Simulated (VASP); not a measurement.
Crystal: Pt.

```
CELL_PARAMETERS angstrom
4.70011 0.00000 0.00000
-2.35005 4.07041 0.00000
0.00000 0.00000 2.88137
ATOMIC_POSITIONS crystal
Pt 0.00000 0.00000 0.00000
Pt 0.33333 0.66667 0.50000
Pt 0.66667 0.33333 0.50000
```

| Quantity | Value |
| --- | --- |
| Program | VASP 6.6.1 |
| Task | relaxation of cell and atoms |
| Functional | PBE |
| Potentials or basis | VASP PAW PBE potentials, release 64 (Pt) |
| Cutoff | 600 eV |
| k mesh | 6 × 6 × 6 |
| Occupations | gaussian, width 0.1 eV |
| Spin | no spin polarisation |

At the start: pressure -22.1 GPa; volume 18.37 Å³/atom.

How do energy, volume and symmetry change on relaxing?

Over 10 steps the energy falls by 193.6 meV/atom and the volume is 16.00 Å³/atom (-12.9 %); space group P6/mmm (No. 191, to 0.05 Å).

Step by step:
```
step  energy change (eV)  largest force (eV/Å)  pressure (GPa)  volume (Å³)
   1              0.0000                0.0000          -22.13        55.12
   2              2.4372                0.0000          117.42        37.25
   3             -0.5715                0.0000           -2.21        48.49
   4             -0.5746                0.0000           -0.76        48.18
   5             -0.5751                0.0000            0.04        48.00
   6             -0.5748                0.0000            0.73        47.87
   7             -0.5793                0.0000            0.90        47.82
   8             -0.5805                0.0000            0.83        47.83
   9             -0.5795                0.0000           -1.46        48.30
  10             -0.5809                0.0000            0.01        48.00
```

Final structure:
```
Pt
1.0
     4.51626    0.00000    0.00000
    -2.25813    3.91120    0.00000
     0.00000    0.00000    2.71728
Pt
3
Direct
  0.00000 0.00000 0.00000
  0.33333 0.66667 0.50000
  0.66667 0.33333 0.50000
```

Caveat: the k points lie up to 0.39 Å⁻¹ apart in the final cell.
